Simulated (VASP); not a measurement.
Input of a VASP 6.6.1 run:

The input INCAR:

```
SYSTEM = V
ALGO = Fast
EDIFF = 1E-6
ENCUT = 520
GGA = PS
ISIF = 2
ISMEAR = 0
LASPH = .TRUE.
LCHARG = .FALSE.
LREAL = .FALSE.
LWAVE = .FALSE.
NBANDS = 12
NELM = 60
PREC = Accurate
SIGMA = 0.15
```

The input KPOINTS:

```
k-points
0
G
  22 22 22
  0 0 0
```

The input POSCAR:

```
V
1.0
   -1.5356950000      1.5356950000      1.5130000000
    1.5356950000     -1.5356950000      1.5130000000
    1.5356950000      1.5356950000     -1.5130000000
V
1
Direct
    0.0000000000      0.0000000000      0.0000000000
```

Potentials or basis: VASP PAW PBE potentials, release 64 (V_sv).

The run is started by

```bash
$ cat potpaw_PBE.64/V_sv/POTCAR > POTCAR
$ mpirun -np 1 vasp_std > vasp.out
```

**Question.** Estimate the pressure.

**Answer.** -15.6 GPa.

**Question.** What does it give for the band gap on the k mesh?

**Answer.** Zero (an odd number of electrons rules out a gap without spin polarisation).

Stress tensor (GPa, compression positive):
```
-16.17   0.00   0.00
  0.00 -16.17   0.00
  0.00   0.00 -14.60
```

Caveat: the cell differs from its parent crystal (strain +0.015 along x and y, +0.000 along z); the cell stands under tension; the PAW data sets were made with another functional, which shifts forces and pressure a little.
